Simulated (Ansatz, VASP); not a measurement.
# TiAl in VASP and in Ansatz

Contents of INCAR:

```
SYSTEM = TiAl
ALGO = Fast
EDIFF = 1E-6
ENCUT = 520
GGA = PS
ISIF = 2
ISMEAR = -1
LASPH = .TRUE.
LCHARG = .FALSE.
LREAL = .FALSE.
LWAVE = .FALSE.
NBANDS = 14
NELM = 60
PREC = Accurate
SIGMA = 0.05
```

KPOINTS

```
k-points
0
G
  11 11 6
  0 0 0
```

Contents of POSCAR:

```
TiAl
1.0
    2.8480182822      0.0000000000      0.0000000000
   -1.4240091410      2.4664561828      0.0000000000
    0.0000000000      0.0000000000      4.6466855238
Ti Al
1 1
Direct
    0.0000000000      0.0000000000      0.0000000000
    0.3333333333      0.6666666667      0.5000000000
```

input.yaml

```yaml
crystal:
  lattice:
    - [2.8480182822, 0.0, 0.0]
    - [-1.424009141, 2.4664561828, 0.0]
    - [0.0, 0.0, 4.6466855238]
  atoms:
    - { symbol: Ti, position: [0.0, 0.0, 0.0] }
    - { symbol: Al, position: [0.3333333333, 0.6666666667, 0.5] }
kpoints:
  mp_grid: { grid: [11, 11, 6] }
scf:
  occupations: { method: fermi_dirac, width: 0.05 }
hamiltonian:
  xc: pbesol
  pseudopotentials: { kind: all_electron, lapw: { basis_error: 0.001 } }
output:
  forces: true
  stress: true
  eigenvalues: true
```

Change from the starting cell: volume scaled by 0.98.

Alike in both runs: task single point; functional PBEsol; k mesh 11 × 11 × 6; occupations fermi-dirac, width 0.05 eV; no spin polarisation.

|  | VASP | Ansatz |
| --- | --- | --- |
| version | VASP 6.6.1 | Ansatz 0.2.0 |
| potentials or method | VASP PAW PBE potentials, release 64 (Ti_sv, Al), cutoff 520 eV | all-electron LAPW, scalar-relativistic |

Ansatz gave:

| Property | Result |
| --- | --- |
| gap on the k mesh at the Fermi level (eV) | none |
| pressure (GPa) | -0.7 |
| traceless stress, the component that is largest in VASP (GPa) | -0.87 |

**Question.** What did VASP give for the same quantities?

**Answer.** gap on the k mesh at the Fermi level (eV): none; pressure (GPa): -0.7; traceless stress, the component that is largest in VASP (GPa): -0.80.

VASP's potentials were made for PBE, not for PBEsol. A gap of «none» marks a metal or a gap that the smearing closes. Ansatz ran all-electron here, and VASP with PAW potentials.
